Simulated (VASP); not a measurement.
# Li (P6_3/mmc) in VASP: a series of runs

The runs below take Li through relaxation of cell and atoms, with PBEsol.

All numbers are computed with VASP 6.6.1; they aren't measurements. Logs are shortened: lines on timing, memory, paths and dates and some standing lists are left out, and cuts for length are marked.

## (1) The cell of the first run

It takes space group P6_3/mmc (No. 194, hexagonal). Conventional cell: a = 2.285 Å, b = 2.285 Å, c = 3.702 Å, α = 90.00°, β = 90.00°, γ = 120.00°. Li (site symmetry -6m2) has 12 Li at 2.27 to 2.29 Å within 3.0 Å.

## (2) Relaxation of cell and atoms, PBEsol, target pressure 52 GPa, at which the enthalpy is minimised

INCAR

```
  PREC = Accurate
  ENCUT = 600
  EDIFF = 1E-7
  ISMEAR = -1
  SIGMA = 0.1
  LREAL = False
  LASPH = True
  NELM = 80
  ALGO = Normal
  ISIF = 3
  LWAVE = False
  LCHARG = False
  GGA = PS
  IBRION = 2
  NSW = 60
  EDIFFG = -0.005
  PSTRESS = 520.0
```

KPOINTS

```
Automatic mesh
0
Gamma
  19 19 10
```

POSCAR

```
Li
1.0
    2.2852153638      0.0000000000      0.0000000000
   -1.1426076819      1.9790545582      0.0000000000
    0.0000000000      0.0000000000      3.7020488893
Li
2
Direct
    0.3333333333      0.6666666667      0.2500000000
    0.6666666667      0.3333333333      0.7500000000
```

Potentials or basis: VASP PAW PBE potentials, release 64 (Li_sv).

On the command line:

```sh
$ cat potpaw_PBE.64/Li_sv/POTCAR > POTCAR
$ mpirun -np 1 vasp_std > vasp.out
```

OUTCAR:

```text
PREC = Accurate
   ENCUT = 600
   EDIFF = 1E-7
   ISMEAR = -1
   LREAL = False
   LASPH = True
   NELM = 80
   ISIF = 3
   GGA = PS
   IBRION = 2
   NSW = 60
   EDIFFG = -0.005
   PSTRESS = 520.0

 ion  position               nearest neighbor table
   1  0.333  0.667  0.250-   2 2.27   2 2.27   2 2.27   2 2.27   2 2.27   2 2.27
   2  0.667  0.333  0.750-   1 2.27   1 2.27   1 2.27   1 2.27   1 2.27   1 2.27

  LATTYP: Found a hexagonal cell.
 ALAT       =     2.2852153638
 C/A-ratio  =     1.6200000000

  Lattice vectors:

 A1 = (   2.2852153638,   0.0000000000,   0.0000000000)
 A2 = (  -1.1426076819,   1.9790545582,   0.0000000000)
 A3 = (   0.0000000000,   0.0000000000,   3.7020488893)

Analysis of symmetry for initial positions (statically):
=====================================================================
 Subroutine PRICEL returns:
 Original cell was already a primitive cell.

 Routine SETGRP: Setting up the symmetry group for a
 hexagonal supercell.

 Subroutine GETGRP returns: Found 24 space group operations
 (whereof 12 operations were pure point group operations)
 out of a pool of 24 trial point group operations.

The static configuration has the point symmetry D_3d.
 The point group associated with its full space group is D_6h.

Analysis of symmetry for dynamics (positions and initial velocities):
=====================================================================
 Subroutine PRICEL returns:
 Original cell was already a primitive cell.

 Routine SETGRP: Setting up the symmetry group for a
 hexagonal supercell.

 Subroutine GETGRP returns: Found 24 space group operations
 (whereof 12 operations were pure point group operations)
 out of a pool of 24 trial point group operations.

The dynamic configuration has the point symmetry D_3d.
 The point group associated with its full space group is D_6h.

 Subroutine INISYM returns: Found 24 space group operations
 (whereof 12 operations are pure point group operations),
 and found     1 'primitive' translations

----------------------------------------------------------------------------------------

                                     Primitive cell

  volume of cell :      16.7428

  direct lattice vectors                    reciprocal lattice vectors
     2.285215364  0.000000000  0.000000000     0.437595518  0.252645890  0.000000000
    -1.142607682  1.979054558  0.000000000     0.000000000  0.505291780  0.000000000
     0.000000000  0.000000000  3.702048889     0.000000000  0.000000000  0.270120690

  length of vectors
     2.285215364  2.285215364  3.702048889     0.505291780  0.505291780  0.270120690

  position of ions in fractional coordinates (direct lattice)
     0.333333333  0.666666667  0.250000000
     0.666666667  0.333333333  0.750000000

  ion indices of the primitive-cell ions
   primitive index   ion index
                 1           1
                 2           2

----------------------------------------------------------------------------------------

 KPOINTS: Automatic mesh

Automatic generation of k-mesh.
 Grid dimensions read from file:
 generate k-points for:   19   19   10

 Generating k-lattice:

  Cartesian coordinates                     Fractional coordinates (reciprocal lattice)
     0.023031343  0.013297152  0.000000000     0.052631579  0.000000000  0.000000000
     0.000000000  0.026594304  0.000000000     0.000000000  0.052631579  0.000000000
     0.000000000  0.000000000  0.027012069     0.000000000  0.000000000  0.100000000

  Length of vectors
     0.026594304  0.026594304  0.027012069

  Shift w.r.t. Gamma in fractional coordinates (k-lattice)
     0.000000000  0.000000000  0.000000000

 Subroutine IBZKPT returns following result:
 ===========================================

 Found    240 irreducible k-points:

 Following reciprocal coordinates:
            Coordinates               Weight
  0.000000  0.000000  0.000000      1.000000
  0.052632  0.000000  0.000000      6.000000
  0.105263  0.000000  0.000000      6.000000
  0.157895  0.000000  0.000000      6.000000
  0.210526  0.000000  0.000000      6.000000
  0.263158 -0.000000  0.000000      6.000000
[... 16 lines left out ...]
  0.263158  0.105263  0.000000     12.000000
  0.315789  0.105263  0.000000     12.000000
 [... further k-points ...]
   k-points           NKPTS =    240   k-points in BZ     NKDIM =    240   number of bands    NBANDS=      7
   number of dos      NEDOS =    301   number of ions     NIONS =      2
   total plane-waves  NPLWV =   9720
   dimension x,y,z NGX =    18 NGY =   18 NGZ =   30
   dimension x,y,z NGXF=    36 NGYF=   36 NGZF=   60
   ions per type =               2
   NGX,Y,Z   is equivalent  to a cutoff of  13.09, 13.09, 13.47 a.u.
   NGXF,Y,Z  is equivalent  to a cutoff of  26.19, 26.19, 26.94 a.u.
 SYSTEM =  unknown system
   PREC   = accura    normal or accurate (medium, high low for compatibility)
   ISTART =      0    job   : 0-new  1-cont  2-samecut
   ICHARG =      2    charge: 1-file 2-atom 10-const
   ISPIN  =      1    spin polarized calculation?
   LNONCOLLINEAR =      F non collinear calculations
   LSORBIT =      F    spin-orbit coupling
   LASPH  =      T    aspherical Exc in radial PAW
   ENCUT  =  600.0 eV  44.10 Ry    6.64 a.u.   4.56  4.56  7.39*2*pi/ulx,y,z
   NELM   =     80;   NELMIN=  2; NELMDL= -5     # of ELM steps
   EDIFF  = 0.1E-06   stopping-criterion for ELM
   LREAL  =      F    real-space projection
   EDIFFG = -.5E-02   stopping-criterion for IOM
   NSW    =     60    number of steps for IOM
   IBRION =      2    ionic relax: 0-MD 1-quasi-New 2-CG
   NFREE  =      1    steps in history (QN), initial steepest desc. (CG)
   ISIF   =      3    stress and relaxation
   ISYM   =      2    0-nonsym 1-usesym 2-fastsym
   POTIM  = 0.5000    time-step for ionic-motion
   TEBEG  =    0.0;   TEEND  =   0.0 temperature during run
   PSTRESS=  520.0 pullay stress
   NELECT =       6.0000    total number of electrons
   NUPDOWN=      -1.0000    fix difference up-down
   EMIN   =  10.00;   EMAX   =-10.00  energy-range for DOS
   EFERMI =   0.00;   METHOD = LEGACY
   ISMEAR =    -1;   SIGMA  =   0.10  broadening in eV -4-tet -1-fermi 0-gaus
   EFERMI_NEDOS =   21; number of points for ismear=-14 and -15
   IALGO  =     38    algorithm
   IMIX   =      4    mixing-type and parameters
     AMIX     =   0.40;   BMIX     =  1.00
     AMIX_MAG =   1.60;   BMIX_MAG =  1.00
  volume/ion in A,a.u.               =       8.37        56.49
  Fermi-wavevector in a.u.,A,eV,Ry     =   1.162830  2.197430 18.397439  1.352174
  Thomas-Fermi vector in A             =   2.299387
   LORBIT       =      0    0 simple, 1 ext, 2 COOP (PROOUT), +10 PAW based schemes
   GGA     = PS    functional components
   LHFCALC =     F    Hartree Fock is set to
   AEXX    =    0.0000 exact exchange contribution
   IVDW    =     0    specifies the selected vdW correction
   LEPSILON=     F    determine dielectric tensor
   LRPA    =     F    only Hartree local field effects (RPA)
 conjugate gradient relaxation of ions
 non-spin polarized calculation
  energy-cutoff  :      600.00
  volume of cell :       16.74
 maximum number of plane-waves:       574
   NGX =  9   NGY =  9   NGZ = 15

--------------------------------------- Ionic step        1  -------------------------------------------

 number of electron       6.0000000 magnetization

 Free energy of the ion-electron system (eV)
  ---------------------------------------------------
  ext. energy  EPLUGINS =         0.00000000
  ---------------------------------------------------
  free energy    TOTEN  =        -1.93312055 eV

  energy without entropy =       -1.90758756  energy(sigma->0) =       -1.92035406

------------------------ aborting loop because EDIFF is reached ----------------------------------------

  FORCE on cell =-STRESS in cart. coord.  units (eV):
  Direction    XX          YY          ZZ          XY          YZ          ZX
  --------------------------------------------------------------------------------------
  -------------------------------------------------------------------------------------
  Total        5.4112997      5.4112997      5.4871300     -0.0000000      0.0000000      0.0000000
  in kB      517.8275048    517.8275048    525.0839981     -0.0000000      0.0000000      0.0000000
  external PRESSURE =       0.2463359 kB  Pullay stress =     520.0000000 kB
[... 251 lines left out ...]
  enthalpy is  TOTEN    =         3.4999806595 eV   P V=        5.4242051156

--------------------------------------- Ionic step        8  -------------------------------------------

 number of electron       6.0000012 magnetization

 Free energy of the ion-electron system (eV)
  ---------------------------------------------------
  ext. energy  EPLUGINS =         0.00000000
  ---------------------------------------------------
  free energy    TOTEN  =        -1.93378940 eV

  energy without entropy =       -1.90804415  energy(sigma->0) =       -1.92091678

 E-fermi :   4.2473     XC(G=0):  -9.5730

 val. band max:        4.2215701788   @ k =   0.2632   0.2632   0.1000
 cond. band min:       4.2673982508   @ k =   0.1579   0.1579   0.3000
 fundamental gap:      0.0458280720
 Fermi energy:         4.2472537359

 k-point     1 :       0.0000    0.0000    0.0000
  band No.  band energies     occupation
      1     -40.8853      2.00000
      2     -40.4977      2.00000
      3       0.3226      2.00000
      4       3.3938      1.99961
      5      11.6326      0.00000
      6      27.0624      0.00000
      7      27.0624      0.00000
[... 221 lines left out ...]
 k-point    24 :       0.3158    0.1053    0.0000
  band No.  band energies     occupation
      1     -40.5358      2.00000
      2     -40.3623      2.00000
      3       2.7831      2.00000
      4       8.7683      0.00000
      5       8.9046      0.00000
      6      15.0914      0.00000
      7      18.1742      0.00000

 [... further k-points ...]
[... 5 lines left out ...]
  --------------------------------------------------------------------------------------
  -------------------------------------------------------------------------------------
  Total        5.4330234      5.4330234      5.4364824      0.0000000      0.0000000      0.0000000
  in kB      519.9309926    519.9309927    520.2620141      0.0000000      0.0000000      0.0000000
  external PRESSURE =       0.0413331 kB  Pullay stress =     520.0000000 kB
[... 17 lines left out ...]
  FREE ENERGIE OF THE ION-ELECTRON SYSTEM (eV)
  ---------------------------------------------------
  free  energy   TOTEN  =        -1.9337894049 eV

  energy  without entropy=       -1.9080441501  energy(sigma->0) =       -1.92091678

  enthalpy is  TOTEN    =         3.4999550691 eV   P V=        5.4337444740

 reached required accuracy - stopping structural energy minimisation
```

Run time: 2.6 min. Hardware: 1 thread of Intel Xeon Platinum 8375C at 2.90GHz (Ice Lake), shared host; peak memory 0.14 GiB.

What came out:

- Free energy: -1.9338 eV
- Energy change on relaxing (the enthalpy is what falls): -0.3 meV/atom
- Ionic steps: 8
- Pressure after relaxing: 52.0 GPa
- Band gap on the k mesh: zero (band 3 reaches 7.39 eV, above the bottom of band 4 at 1.36 eV)

The path:
```
step  energy change (eV)  largest force (eV/Å)  pressure (GPa)  volume (Å³)
   1              0.0000                0.0000           52.02        16.74
   2             -0.0011                0.0000           51.99        16.75
   3             -0.0043                0.0000           51.91        16.75
   4             -0.0103                0.0000           51.76        16.77
   5             -0.0200                0.0000           51.47        16.80
   6             -0.0139                0.0000           51.66        16.78
   7              0.0089                0.0000           52.25        16.71
   8             -0.0007                0.0000           52.00        16.74
```

Final structure:
```
CELL_PARAMETERS angstrom
2.26421 0.00000 0.00000
-1.13211 1.96087 0.00000
0.00000 0.00000 3.77086
ATOMIC_POSITIONS crystal
Li 0.33333 0.66667 0.25000
Li 0.66667 0.33333 0.75000
```

Caveat: the cutoff is under 1.25 times the usual one of these potentials, so pressure, stress and relaxed cells hold a basis-set (Pulay) error; the cell is relaxed towards a set pressure, so the enthalpy falls and the energy may rise; the PAW data sets were made with another functional, which shifts forces and pressure a little.

## (3) Relaxation of cell and atoms, PBEsol, target pressure 52 GPa, at which the enthalpy is minimised

This run uses another cell than the first one, of 8.41 Å³/atom, 1.004 times its volume.

INCAR

```
PREC = Accurate ; ENCUT = 600
EDIFF = 1E-6 ; ISMEAR = -1
SIGMA = 0.1 ; LREAL = False
LASPH = True ; NELM = 80
ALGO = Normal ; ISIF = 3
LWAVE = False ; LCHARG = False
GGA = PS ; IBRION = 2
NSW = 32 ; EDIFFG = -0.005
PSTRESS = 520.0
```

KPOINTS is that of step 2.

POSCAR

```
Li
1.0
    2.2682673935      0.0000000000      0.0000000000
   -1.1341336968      1.9643771854      0.0000000000
    0.0000000000      0.0000000000      3.7729565476
Li
2
Direct
    0.3333333333      0.6666666667      0.2500000000
    0.6666666667      0.3333333333      0.7500000000
```

Potentials or basis: VASP PAW PBE potentials, release 64 (Li_sv).

On the command line:

```sh
$ cat potpaw_PBE.64/Li_sv/POTCAR > POTCAR
$ mpirun -np 1 vasp_std > vasp.out
```

OUTCAR:

```text
PREC = Accurate
   ENCUT = 600
   EDIFF = 1E-6
   ISMEAR = -1
   LREAL = False
   LASPH = True
   NELM = 80
   ISIF = 3
   GGA = PS
   IBRION = 2
   NSW = 32
   EDIFFG = -0.005
   PSTRESS = 520.0

 ion  position               nearest neighbor table
   1  0.333  0.667  0.250-   2 2.30   2 2.30   2 2.30   2 2.30   2 2.30   2 2.30
   2  0.667  0.333  0.750-   1 2.30   1 2.30   1 2.30   1 2.30   1 2.30   1 2.30

  LATTYP: Found a hexagonal cell.
 ALAT       =     2.2682673935
 C/A-ratio  =     1.6633649800

  Lattice vectors:
[... 473 lines left out ...]
      5       8.9153      0.00000
      6      15.0891      0.00000
      7      18.1796      0.00000

 [... further k-points ...]
[... 5 lines left out ...]
  --------------------------------------------------------------------------------------
  -------------------------------------------------------------------------------------
  Total        5.4384438      5.4384438      5.4404108     -0.0000000      0.0000000      0.0000000
  in kB      520.6594684    520.6594685    520.8477833     -0.0000000      0.0000000      0.0000000
  external PRESSURE =       0.7222401 kB  Pullay stress =     520.0000000 kB

 VOLUME and BASIS-vectors are now :
 -----------------------------------------------------------------------------
  energy-cutoff  :      600.00
  volume of cell :       16.74
      direct lattice vectors                 reciprocal lattice vectors
     2.264819570 -0.000000000  0.000000000     0.441536277  0.254921088  0.000000000
    -1.132409785  1.961391282 -0.000000000     0.000000000  0.509842176  0.000000000
     0.000000000 -0.000000000  3.767329486     0.000000000  0.000000000  0.265440016

 POSITION                                       TOTAL-FORCE (eV/Angst)
 -----------------------------------------------------------------------------------
     -0.00000      1.30759      0.94183        -0.000000      0.000000      0.000000
      1.13241      0.65380      2.82550         0.000000     -0.000000      0.000000
 -----------------------------------------------------------------------------------
    total drift:                               -0.000000      0.000000      0.000000

  FREE ENERGIE OF THE ION-ELECTRON SYSTEM (eV)
  ---------------------------------------------------
  free  energy   TOTEN  =        -1.9318325891 eV

  energy  without entropy=       -1.9061014077  energy(sigma->0) =       -1.91896700

  enthalpy is  TOTEN    =         3.4997228384 eV   P V=        5.4315554275

 reached required accuracy - stopping structural energy minimisation
```

CONTCAR:

```text
Li
   1.00000000000000
     2.2648195697813005   -0.0000000000075109    0.0000000000000000
    -1.1324097849470789    1.9613912824893229   -0.0000000000000000
     0.0000000000000000   -0.0000000000000000    3.7673294864610902
  Li
     2
Direct
     0.3333333332999970    0.6666666667000030    0.2500000000000000
     0.6666666667000030    0.3333333332999970    0.7500000000000000

  0.00000000E+00  0.00000000E+00  0.00000000E+00
  0.00000000E+00  0.00000000E+00  0.00000000E+00
```

Run time: 52 s. Hardware: 1 thread of Intel Xeon Platinum 8375C at 2.90GHz (Ice Lake), shared host; peak memory 0.14 GiB.

What came out:

| Quantity | Value |
| --- | --- |
| Free energy | -1.9318 eV |
| Relaxed volume | 8.37 Å³/atom |
| Relaxed cell | a = 2.265 Å, b = 2.265 Å, c = 3.767 Å, α = 90.00°, β = 90.00°, γ = 120.00° |
| Space group after relaxing (to 0.05 Å) | P6_3/mmc (No. 194) |
| Energy change on relaxing (the enthalpy is what falls) | +12.3 meV/atom |
| Ionic steps | 2 |
| Pressure after relaxing | 52.1 GPa |
| Band gap on the k mesh | zero (band 3 reaches 7.39 eV, above the bottom of band 4 at 1.37 eV) |

The path:
| step | energy change (eV) | largest force (eV/Å) | pressure (GPa) | volume (Å³) |
| --- | --- | --- | --- | --- |
| 1 | 0.0000 | 0.0000 | 51.40 | 16.81 |
| 2 | 0.0246 | 0.0000 | 52.07 | 16.74 |

Final structure:
```
CELL_PARAMETERS angstrom
2.26482 0.00000 0.00000
-1.13241 1.96139 0.00000
0.00000 0.00000 3.76733
ATOMIC_POSITIONS crystal
Li 0.33333 0.66667 0.25000
Li 0.66667 0.33333 0.75000
```

Levels at points of the mesh, in eV from the Fermi level:
```tsv
k point	band 1	band 2	band 3	band 4	band 5	band 6
(0.00, 0.00, 0.00)	-45.13	-44.74	-3.92	-0.84	7.40	22.80
(0.00, 0.00, 0.50)	-44.94	-44.94	-2.88	-2.88	14.35	14.35
```

Caveat: the cutoff is under 1.25 times the usual one of these potentials, so pressure, stress and relaxed cells hold a basis-set (Pulay) error; the cell is relaxed towards a set pressure, so the enthalpy falls and the energy may rise; the PAW data sets were made with another functional, which shifts forces and pressure a little.
